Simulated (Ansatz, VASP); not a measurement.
Two plane-wave programs on Al2Cu

INCAR

```
ALGO     = Normal         # electronic algorithm
EDIFF    = 1E-6           # SCF threshold, eV
ENCUT    = 600            # plane-wave cutoff, eV
GGA      = PS             # functional
GGA_COMPAT= False        
ISIF     = 2              # what is computed and relaxed
ISMEAR   = 0              # smearing method
LASPH    = True           # aspherical terms in the spheres
LCHARG   = False          # write CHGCAR
LDAU     = True           # DFT+U
LDAUJ    = 0 0          
LDAUL    = -1 2           # shell
LDAUPRINT= 1            
LDAUTYPE = 2            
LDAUU    = 0 1            # U, eV
LMAXMIX  = 4              # l up to which the mixer works
LREAL    = False          # projectors in reciprocal space
LWAVE    = False          # write WAVECAR
NBANDS   = 16             # bands
NELM     = 200            # most SCF steps
PREC     = Accurate       # precision mode
SIGMA    = 0.15           # smearing width, eV
```

File KPOINTS:

```
k-points
0
Gamma
  12 12 16
```

Contents of POSCAR:

```
Al2Cu
1.0
    4.2066973624      0.0000000000      0.0000000000
    0.0000000000      4.2066973624      0.0000000000
    0.0000000000      0.0000000000      2.8463947513
Al Cu
2 1
Direct
    0.5000000000      0.0000000000      0.5000000000
    0.0000000000      0.5000000000      0.5000000000
    0.0000000000      0.0000000000      0.0000000000
```

Input for Ansatz:

```yaml
crystal:
  lattice:
    - [4.2066973624, 0.0, 0.0]
    - [0.0, 4.2066973624, 0.0]
    - [0.0, 0.0, 2.8463947513]
  atoms:
    - { symbol: Al, position: [0.5, 0.0, 0.5] }
    - { symbol: Al, position: [0.0, 0.5, 0.5] }
    - { symbol: Cu, position: [0.0, 0.0, 0.0] }
basis:
  ecutwfc: 420
kpoints:
  mp_grid: { grid: [12, 12, 16] }
hamiltonian:
  xc: pbesol
  hubbard: { sites: [{ species: Cu, l: d, u_eff: 1.0 }], double_counting: fll }
scf:
  occupations: { method: gaussian, width: 0.15 }
  initial_density: { chi_scale: 0.1 }
  n_extra_bands: 4
output:
  forces: true
  eigenvalues: true
  stress: true
```

Alike in both runs: task single point; functional PBEsol; k mesh 12 × 12 × 16; occupations gaussian, width 0.15 eV; no spin polarisation; Hubbard terms Cu d U = 1.0 eV.

```csv
,VASP,Ansatz
version,VASP 6.6.1,Ansatz 0.2.0
potentials or method,"VASP PAW PBE potentials, release 64 (Al, Cu), cutoff 600 eV","scalar-relativistic, plane waves, PAW"
valence electrons in the cell,17,25
```

```csv
,VASP,Ansatz,Ansatz less VASP
gap on the k mesh at the Fermi level (eV),none,none,-
pressure (GPa),-4.7,-4.8,-0.06
"traceless stress, the component that is largest in VASP (GPa)",1.17,1.23,+0.058
```

VASP's potentials were made for PBE, not for PBEsol. The programs project onto different local orbitals, so the same U acts differently, and such runs can settle in different states. A gap of «none» marks a metal or a gap that the smearing closes. VASP's potentials hold 17 valence electrons a cell and Ansatz's 25, so a difference there can come from the potentials and not from the codes. Ansatz's warnings: filled band counts differ across k points.
